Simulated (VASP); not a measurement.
OsSe:

```
Os Se
1.0
     0.00000    2.75464    2.75464
     2.75464    0.00000    2.75464
     2.75464    2.75464    0.00000
Os Se
1 1
Direct
  0.00000 0.00000 0.00000
  0.25000 0.25000 0.25000
```

Base run:

| Item | Value |
| --- | --- |
| Program | VASP 6.6.1 |
| Functional | LDA |
| Potentials or basis | VASP PAW LDA potentials, release 64 (Os, Se) |
| Cutoff | 520 eV |
| k mesh | 10 × 10 × 10 |
| Occupations | gaussian, width 0.05 eV |
| Spin | collinear spin |
| Starting moments | [0.05, 0.0] μB |

Its results: band gap on the k mesh zero (filled and empty bands overlap); pressure -7.0 GPa; net moment 0.00 μB per cell.

Question: The run is repeated on the same cell with these changes: functional from LDA to PBE; potentials or basis from VASP PAW LDA potentials, release 64 (Os, Se) to VASP PAW PBE potentials, release 64 (Os, Se). What comes out?

Answer: Band gap on the k mesh zero (filled and empty bands overlap); pressure 0.7 GPa; net moment 0.01 μB per cell.

Caveats: spin-orbit coupling is left out, which moves the levels of the heavy elements; the cell stands under tension (at least some runs).
